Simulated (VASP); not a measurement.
Set up this calculation in VASP 6.6.1, as the native input.

```yaml
Task: electric field gradients
Functional: r2SCAN
Potentials_or_basis: VASP PAW PBE potentials, release 64 (Sn_d, O)
Cutoff: 520 eV
k_mesh: 5 × 4 × 5
Occupations: fermi-dirac, width 0.02 eV
Spin: no spin polarisation
Dipole_correction: no
Further_INCAR_settings: ALGO = Normal; EDIFF = 1e-08; NBANDS = 64
```

Crystal: SnO2.

```
CELL_PARAMETERS angstrom
4.73515 0.00000 0.00000
0.00000 5.75091 0.00000
0.00000 0.00000 5.24711
ATOMIC_POSITIONS crystal
Sn 0.50000 0.66545 0.75000
Sn 0.00000 0.83455 0.25000
Sn 0.50000 0.33455 0.25000
Sn 0.00000 0.16545 0.75000
O 0.73031 0.60712 0.07860
O 0.23031 0.89288 0.92140
O 0.76969 0.89288 0.57860
O 0.26969 0.60712 0.42140
O 0.73031 0.39288 0.57860
O 0.23031 0.10712 0.42140
O 0.76969 0.10712 0.07860
O 0.26969 0.39288 0.92140
```

One way to write it, as run:

POSCAR

```
SnO2
1.0
    4.7351461700      0.0000000000      0.0000000000
    0.0000000000      5.7509122300      0.0000000000
    0.0000000000      0.0000000000      5.2471142500
Sn O
4 8
Direct
    0.5000000000      0.6654477500      0.7500000000
    0.0000000000      0.8345522500      0.2500000000
    0.5000000000      0.3345522500      0.2500000000
    0.0000000000      0.1654477500      0.7500000000
    0.7303050400      0.6071234700      0.0786035800
    0.2303050400      0.8928765300      0.9213964200
    0.7696949600      0.8928765300      0.5786035800
    0.2696949600      0.6071234700      0.4213964200
    0.7303050400      0.3928765300      0.5786035800
    0.2303050400      0.1071234700      0.4213964200
    0.7696949600      0.1071234700      0.0786035800
    0.2696949600      0.3928765300      0.9213964200
```

INCAR.step1

```
SYSTEM = SnO2
  PREC = Accurate
  ENCUT = 520
  ISMEAR = -1
  SIGMA = 0.02
  LREAL = .FALSE.
  LASPH = .TRUE.
  NELM = 80
  NBANDS = 64
  GGA = PE
  ALGO = Normal
  EDIFF = 1E-4
  LWAVE = .TRUE.
  LCHARG = .FALSE.
```

INCAR.step2

```
SYSTEM = SnO2
  PREC = Accurate
  ENCUT = 520
  EDIFF = 1E-8
  ISMEAR = -1
  SIGMA = 0.02
  LREAL = .FALSE.
  LASPH = .TRUE.
  NELM = 80
  ALGO = Normal
  ISIF = 2
  LWAVE = .FALSE.
  LCHARG = .FALSE.
  METAGGA = R2SCAN
  LMIXTAU = .TRUE.
  LEFG = .TRUE.
  NBANDS = 64
  ISTART = 1
```

KPOINTS

```
regular mesh
0
G
  5 4 5
  0 0 0
```

Potentials or basis: VASP PAW PBE potentials, release 64 (Sn_d, O).

Command:

```bash
$ cat potpaw_PBE.64/Sn_d/POTCAR potpaw_PBE.64/O/POTCAR > POTCAR
$ cp INCAR.step1 INCAR
$ mpirun -np 1 vasp_std > vasp.out
$ cp INCAR.step2 INCAR
$ mpirun -np 1 vasp_std > vasp.out
```

It gave:

The pressure is 0.2 GPa. The largest force is 0.014 eV/Å and the band gap on the k mesh is 2.05 eV, indirect (least direct gap 2.06 eV).

Caveat: without QUAD_EFG the Cq values of the log hold for a quadrupole moment of 1 mb, not for the nuclei; the PAW data sets were made with another functional, which shifts forces and pressure a little; spin-orbit coupling is left out, which moves the levels of the heavy elements.

Run time: 10 min on 1 thread of Intel(R) Xeon(R) Platinum 8488C (Sapphire Rapids), with other jobs on the host, peak memory 0.37 GiB.
